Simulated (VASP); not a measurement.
# CuSi16 (a cell with a defect) in VASP: single point with r2SCAN+D3(BJ)

Aim: the single point of CuSi16 (a cell with a defect) with r2SCAN+D3(BJ).

Everything below comes from runs of VASP 6.6.1. Logs are shortened: lines on timing, memory, paths and dates and some standing lists are left out, and cuts for length are marked.

## 1. The cell of the first run

The cell holds a defect, 17 atoms: a = 7.679 Å, b = 7.679 Å, c = 7.679 Å, α = 60.00°, β = 60.00°, γ = 60.00°.

## 2. Single point, r2SCAN+D3(BJ)

POSCAR reads:

```
CuSi16
1.0
    0.0000000000      5.4300000000      5.4300000000
    5.4300000000      0.0000000000      5.4300000000
    5.4300000000      5.4300000000      0.0000000000
Si Cu
16 1
Direct
    0.0223779926     -0.0087595764     -0.0095448435
    0.1325189687      0.1259775322      0.1249979742
   -0.0049091160     -0.0000453959      0.4978302947
    0.1231879374      0.1278732044      0.6161927256
   -0.0046507366      0.4988111418     -0.0014569982
    0.1236840700      0.6165378453      0.1268787293
   -0.0073883057      0.5006943831      0.4996978821
    0.1129101289      0.6276399632      0.6262248619
    0.5077338858      0.0106134438      0.0094801105
    0.6512337937      0.1233603131      0.1248102210
    0.4974015654      0.0020969613      0.4932293738
    0.6226760589      0.1307416206      0.6281220994
    0.4980337017      0.4914495396      0.0018979742
    0.6232614180      0.6282244015      0.1302468692
    0.4842051565      0.5029462247      0.5020723757
    0.6196251381      0.6222371087      0.6222393186
    0.4374259669      0.8598966851      0.8634322284
```

INCAR.step1 reads:

```
ALGO = Normal
EDIFF = 1E-4
ENCUT = 520
GGA = PE
ISMEAR = 0
LASPH = True
LCHARG = False
LREAL = Auto
LWAVE = True
NBANDS = 52
NELECT = 74.0
NELM = 60
PREC = Accurate
SIGMA = 0.02
```

INCAR.step2 reads:

```
ALGO = Normal
EDIFF = 1E-7
ENCUT = 520
ISIF = 2
ISMEAR = 0
ISTART = 1
IVDW = 12
LASPH = True
LCHARG = False
LMIXTAU = True
LREAL = Auto
LWAVE = False
METAGGA = R2SCAN
NBANDS = 52
NELECT = 74.0
NELM = 60
PREC = Accurate
SIGMA = 0.02
VDW_A1 = 0.49484001
VDW_A2 = 5.73083694
VDW_S6 = 1.0
VDW_S8 = 0.78981345
```

KPOINTS reads:

```
k-points
0
Gamma
  2 2 2
```

Potentials or basis: VASP PAW PBE potentials, release 64 (Si, Cu).

Started as:

```sh
$ cat potpaw_PBE.64/Si/POTCAR potpaw_PBE.64/Cu/POTCAR > POTCAR
$ cp INCAR.step1 INCAR
$ mpirun -np 1 vasp_std > vasp.out
$ cp INCAR.step2 INCAR
$ mpirun -np 1 vasp_std > vasp.out
```

OUTCAR:

```text
EDIFF = 1E-7
   ENCUT = 520
   ISIF = 2
   ISMEAR = 0
   ISTART = 1
   IVDW = 12
   LASPH = True
   LREAL = Auto
   METAGGA = R2SCAN
   NELECT = 74.0
   NELM = 60
   PREC = Accurate
 IVDW          = 12

 ion  position               nearest neighbor table
   1  0.022  0.991  0.990-  10 2.33   4 2.35   6 2.35   2 2.38  17 2.61
   2  0.133  0.126  0.125-   3 2.34   5 2.34   9 2.36   1 2.38  17 2.88
   3  0.995  1.000  0.498-   8 2.33  12 2.34   2 2.34   4 2.35
   4  0.123  0.128  0.616-   7 2.34  11 2.35   3 2.35   1 2.35
   5  0.995  0.499  0.999-  14 2.33   8 2.33   2 2.34   6 2.35
   6  0.124  0.617  0.127-   7 2.34  13 2.35   5 2.35   1 2.35
   7  0.993  0.501  0.500-   4 2.34   6 2.34  16 2.34   8 2.34
   8  0.113  0.628  0.626-  15 2.33   3 2.33   5 2.33   7 2.34
   9  0.508  0.011  0.009-  17 2.33  10 2.33   2 2.36  12 2.39  14 2.40
  10  0.651  0.123  0.125-  13 2.32  11 2.32   1 2.33   9 2.33
  11  0.497  0.002  0.493-  10 2.32   4 2.35  17 2.36  16 2.38  12 2.44
  12  0.623  0.131  0.628-   3 2.34  15 2.34   9 2.39  11 2.44  17 2.50
  13  0.498  0.491  0.002-  10 2.32   6 2.35  17 2.35  16 2.38  14 2.45
  14  0.623  0.628  0.130-  15 2.33   5 2.33   9 2.40  13 2.45  17 2.48
  15  0.484  0.503  0.502-   8 2.33  14 2.33  12 2.34  16 2.35
  16  0.620  0.622  0.622-   7 2.34  15 2.35  13 2.38  11 2.38  17 2.64
  17  0.437  0.860  0.863-   9 2.33  13 2.35  11 2.36  14 2.48  12 2.50   1 2.61  16 2.64   2 2.88

  LATTYP: Found a face centered cubic cell.
 ALAT       =    10.8600000000

  Lattice vectors:

 A1 = (   0.0000000000,   5.4300000000,   5.4300000000)
 A2 = (   5.4300000000,   0.0000000000,   5.4300000000)
 A3 = (   5.4300000000,   5.4300000000,   0.0000000000)

Analysis of symmetry for initial positions (statically):
=====================================================================
 Subroutine PRICEL returns:
 Original cell was already a primitive cell.

 Routine SETGRP: Setting up the symmetry group for a
 face centered cubic supercell.

 Subroutine GETGRP returns: Found  1 space group operations
 (whereof  1 operations were pure point group operations)
 out of a pool of 48 trial point group operations.

The static configuration has the point symmetry C_1 .

Analysis of symmetry for dynamics (positions and initial velocities):
=====================================================================
 Subroutine PRICEL returns:
 Original cell was already a primitive cell.

 Routine SETGRP: Setting up the symmetry group for a
 face centered cubic supercell.

 Subroutine GETGRP returns: Found  1 space group operations
 (whereof  1 operations were pure point group operations)
 out of a pool of 48 trial point group operations.

The dynamic configuration has the point symmetry C_1 .

 Subroutine INISYM returns: Found  1 space group operations
 (whereof  1 operations are pure point group operations),
 and found     1 'primitive' translations

----------------------------------------------------------------------------------------

                                     Primitive cell

  volume of cell :     320.2060

  direct lattice vectors                    reciprocal lattice vectors
     0.000000000  5.430000000  5.430000000    -0.092081031  0.092081031  0.092081031
     5.430000000  0.000000000  5.430000000     0.092081031 -0.092081031  0.092081031
     5.430000000  5.430000000  0.000000000     0.092081031  0.092081031 -0.092081031

  length of vectors
     7.679179644  7.679179644  7.679179644     0.159489025  0.159489025  0.159489025

  position of ions in fractional coordinates (direct lattice)
     0.022377993  0.991240424  0.990455156
     0.132518969  0.125977532  0.124997974
     0.995090884  0.999954604  0.497830295
     0.123187937  0.127873204  0.616192726
     0.995349263  0.498811142  0.998543002
     0.123684070  0.616537845  0.126878729
[... 9 lines left out ...]
     0.619625138  0.622237109  0.622239319
     0.437425967  0.859896685  0.863432228

  ion indices of the primitive-cell ions
   primitive index   ion index
                 1           1
                 2           2
                 3           3
                 4           4
                 5           5
                 6           6
[... 9 lines left out ...]
                16          16
                17          17

----------------------------------------------------------------------------------------

 KPOINTS: k-points

Automatic generation of k-mesh.
 Grid dimensions read from file:
 generate k-points for:    2    2    2

 Generating k-lattice:

  Cartesian coordinates                     Fractional coordinates (reciprocal lattice)
    -0.046040516  0.046040516  0.046040516     0.500000000  0.000000000  0.000000000
     0.046040516 -0.046040516  0.046040516     0.000000000  0.500000000  0.000000000
     0.046040516  0.046040516 -0.046040516     0.000000000  0.000000000  0.500000000

  Length of vectors
     0.079744512  0.079744512  0.079744512

  Shift w.r.t. Gamma in fractional coordinates (k-lattice)
     0.000000000  0.000000000  0.000000000

 Subroutine IBZKPT returns following result:
 ===========================================

 Found      8 irreducible k-points:

 Following reciprocal coordinates:
            Coordinates               Weight
  0.000000  0.000000  0.000000      1.000000
  0.500000  0.000000  0.000000      1.000000
  0.000000  0.500000  0.000000      1.000000
  0.000000  0.000000  0.500000      1.000000
  0.500000  0.500000  0.500000      1.000000
  0.500000  0.500000  0.000000      1.000000
  0.000000  0.500000  0.500000      1.000000
  0.500000  0.000000  0.500000      1.000000
   k-points           NKPTS =      8   k-points in BZ     NKDIM =      8   number of bands    NBANDS=     52
   number of dos      NEDOS =    301   number of ions     NIONS =     17
   total plane-waves  NPLWV = 216000
   dimension x,y,z NGX =    60 NGY =   60 NGZ =   60
   dimension x,y,z NGXF=   120 NGYF=  120 NGZF=  120
   ions per type =              16   1
   NGX,Y,Z   is equivalent  to a cutoff of  12.99, 12.99, 12.99 a.u.
   NGXF,Y,Z  is equivalent  to a cutoff of  25.98, 25.98, 25.98 a.u.
 SYSTEM =  unknown system
   PREC   = accura    normal or accurate (medium, high low for compatibility)
   ISTART =      1    job   : 0-new  1-cont  2-samecut
   ICHARG =      0    charge: 1-file 2-atom 10-const
   ISPIN  =      1    spin polarized calculation?
   LNONCOLLINEAR =      F non collinear calculations
   LSORBIT =      F    spin-orbit coupling
   LASPH  =      T    aspherical Exc in radial PAW
   ENCUT  =  520.0 eV  38.22 Ry    6.18 a.u.  14.28 14.28 14.28*2*pi/ulx,y,z
   NELM   =     60;   NELMIN=  2; NELMDL=  0     # of ELM steps
   EDIFF  = 0.1E-06   stopping-criterion for ELM
   LREAL  =      T    real-space projection
   EDIFFG = 0.1E-05   stopping-criterion for IOM
   NSW    =      0    number of steps for IOM
   IBRION =     -1    ionic relax: 0-MD 1-quasi-New 2-CG
   NFREE  =      0    steps in history (QN), initial steepest desc. (CG)
   ISIF   =      2    stress and relaxation
   ISYM   =      2    0-nonsym 1-usesym 2-fastsym
   POTIM  = 0.5000    time-step for ionic-motion
   TEBEG  =    0.0;   TEEND  =   0.0 temperature during run
   PSTRESS=    0.0 pullay stress
   NELECT =      74.0000    total number of electrons
   NUPDOWN=      -1.0000    fix difference up-down
   EMIN   =  10.00;   EMAX   =-10.00  energy-range for DOS
   EFERMI =   0.00;   METHOD = LEGACY
   ISMEAR =     0;   SIGMA  =   0.02  broadening in eV -4-tet -1-fermi 0-gaus
   EFERMI_NEDOS =   21; number of points for ismear=-14 and -15
   IALGO  =     38    algorithm
   IMIX   =      4    mixing-type and parameters
     AMIX     =   0.40;   BMIX     =  1.00
     AMIX_MAG =   1.60;   BMIX_MAG =  1.00
  volume/ion in A,a.u.               =      18.84       127.11
  Fermi-wavevector in a.u.,A,eV,Ry     =   1.004636  1.898488 13.732283  1.009294
  Thomas-Fermi vector in A             =   2.137265
   LORBIT       =      0    0 simple, 1 ext, 2 COOP (PROOUT), +10 PAW based schemes
   METAGGA = R2SCAN    functional components
   LHFCALC =     F    Hartree Fock is set to
   AEXX    =    0.0000 exact exchange contribution
   IVDW    =    12    specifies the selected vdW correction
   LEPSILON=     F    determine dielectric tensor
   LRPA    =     F    only Hartree local field effects (RPA)
 non-spin polarized calculation
 Gauss-broadening in eV      SIGMA  =   0.02
  energy-cutoff  :      520.00
  volume of cell :      320.21
 maximum number of plane-waves:      8646
 NGX is ok and might be reduce to    60
   NGX = 29   NGY = 29   NGZ = 29

 number of electron      73.9999999 magnetization

 Free energy of the ion-electron system (eV)
  ---------------------------------------------------
  ext. energy  EPLUGINS =         0.00000000
  ---------------------------------------------------
  free energy    TOTEN  =      -154.92819496 eV

  energy without entropy =     -154.92819496  energy(sigma->0) =     -154.92819496

 E-fermi :   6.3120     XC(G=0): -10.0843

 val. band max:        6.1978242515   @ k =   0.0000   0.0000   0.0000
 cond. band min:       6.4406003600   @ k =   0.0000   0.0000   0.0000
 fundamental gap:      0.2427761085
 Fermi energy:         6.3120054968

 k-point     1 :       0.0000    0.0000    0.0000
  band No.  band energies     occupation
      1      -6.5613      2.00000
      2      -4.0863      2.00000
      3      -4.0642      2.00000
      4      -4.0345      2.00000
      5      -4.0029      2.00000
      6      -2.4806      2.00000
[... 41 lines left out ...]
     48       8.5441      0.00000
     49       8.7122      0.00000

 k-point     2 :       0.5000    0.0000    0.0000
  band No.  band energies     occupation
      1      -5.8878      2.00000
      2      -5.5189      2.00000
      3      -3.8058      2.00000
      4      -3.7582      2.00000
      5      -3.7305      2.00000
      6      -3.5635      2.00000
[... 304 lines left out ...]
 k-point     8 :       0.5000    0.0000    0.5000
  band No.  band energies     occupation
      1      -5.5567      2.00000
      2      -5.3188      2.00000
      3      -4.4352      2.00000
      4      -4.3430      2.00000
      5      -4.3019      2.00000
      6      -4.2854      2.00000
[... 41 lines left out ...]
     48      10.7137      0.00000
     49      10.7523      0.00000
 [bands above 49 left out]

------------------------ aborting loop because EDIFF is reached ----------------------------------------

 Edisp (eV)   -2.66334

 E8    (eV) :    -0.8490

  FORCE on cell =-STRESS in cart. coord.  units (eV):
  Direction    XX          YY          ZZ          XY          YZ          ZX
  --------------------------------------------------------------------------------------
  -------------------------------------------------------------------------------------
  Total      -7.73001    -7.04580    -7.16323     0.06665    -0.50434     0.09487
  in kB     -38.67772   -35.25425   -35.84183     0.33350    -2.52351     0.47467
  external pressure =      -36.59 kB  Pullay stress =        0.00 kB

 VOLUME and BASIS-vectors are now :
 -----------------------------------------------------------------------------
  energy-cutoff  :      520.00
  volume of cell :      320.21
      direct lattice vectors                 reciprocal lattice vectors
     0.000000000  5.430000000  5.430000000    -0.092081031  0.092081031  0.092081031
     5.430000000  0.000000000  5.430000000     0.092081031 -0.092081031  0.092081031
     5.430000000  5.430000000  0.000000000     0.092081031  0.092081031 -0.092081031

 POSITION                                       TOTAL-FORCE (eV/Angst)
 -----------------------------------------------------------------------------------
     10.76061      5.49968      5.50395        -0.003549      0.002880     -0.013744
      1.36280      1.39832      1.40364         0.013225      0.001431      0.003152
      8.13297      8.10656     10.83310         0.009657     -0.010984      0.001032
      4.04028      4.01484      1.36326         0.005578     -0.006052      0.008576
      8.13063     10.82684      8.11329         0.006754      0.007773     -0.006248
      4.03675      1.36056      4.01941         0.006847      0.004061     -0.003238
[... 9 lines left out ...]
      6.75751      6.74332      6.74331        -0.004388     -0.001598     -0.005425
      9.35768      7.06366      7.04446        -0.033446     -0.025249      0.029294
 -----------------------------------------------------------------------------------
    total drift:                               -0.006434     -0.004434      0.003574

  FREE ENERGIE OF THE ION-ELECTRON SYSTEM (eV)
  ---------------------------------------------------
  free  energy   TOTEN  =      -157.5915391092 eV

  energy  without entropy=     -157.5915391092  energy(sigma->0) =     -157.59153911
```

Run time: 17 min. Hardware: 1 thread of AMD EPYC 9R45 (Zen 5), shared host; peak memory 0.55 GiB.

Results:

```yaml
Free_energy: -157.5915 eV
Largest_force: 0.051 eV/Å
Dispersion_energy_per_atom: -0.157 eV
```

Forces in eV/Å, atoms in the order of the input:
```
Si  -0.004  0.003 -0.014
Si   0.013  0.001  0.003
Si   0.010 -0.011  0.001
Si   0.006 -0.006  0.009
Si   0.007  0.008 -0.006
Si   0.007  0.004 -0.003
Si   0.004 -0.008 -0.007
Si   0.002  0.001 -0.005
Si   0.003  0.025 -0.007
Si  -0.016 -0.014 -0.018
Si  -0.011  0.001  0.015
Si   0.003 -0.018  0.014
Si   0.017  0.031  0.016
Si  -0.005 -0.007 -0.026
Si   0.003  0.016  0.005
Si  -0.004 -0.002 -0.005
Cu  -0.033 -0.025  0.029
```

Levels at points of the mesh, in eV from the Fermi level:
```tsv
k point	band 34	band 35	band 36	band 37	band 38	band 39	band 40	band 41
(0.00, 0.00, 0.00)	-0.99	-0.52	-0.20	-0.11	0.13	0.66	0.79	0.81
(0.50, 0.00, 0.00)	-0.96	-0.93	-0.73	-0.56	0.71	1.26	1.55	1.59
(0.00, 0.50, 0.00)	-0.98	-0.90	-0.87	-0.78	0.75	1.32	1.51	1.54
(0.00, 0.00, 0.50)	-0.98	-0.90	-0.88	-0.76	0.76	1.32	1.50	1.54
(0.50, 0.50, 0.50)	-1.00	-0.93	-0.85	-0.84	0.68	1.40	1.52	1.56
(0.50, 0.50, 0.00)	-1.62	-1.54	-1.50	-1.08	0.84	1.21	2.26	2.33
(0.00, 0.50, 0.50)	-1.58	-1.58	-1.50	-1.12	0.85	1.20	2.26	2.32
(0.50, 0.00, 0.50)	-1.63	-1.53	-1.50	-1.07	0.84	1.21	2.26	2.33
```

Caveat: the k points lie up to 0.50 Å⁻¹ apart; the cell carries a net charge on a neutralising background, which shifts energy and pressure; the cell is charged against a uniform background, so pressure and absolute levels hang on convention; the PAW data sets were made with another functional, which shifts forces and pressure a little.
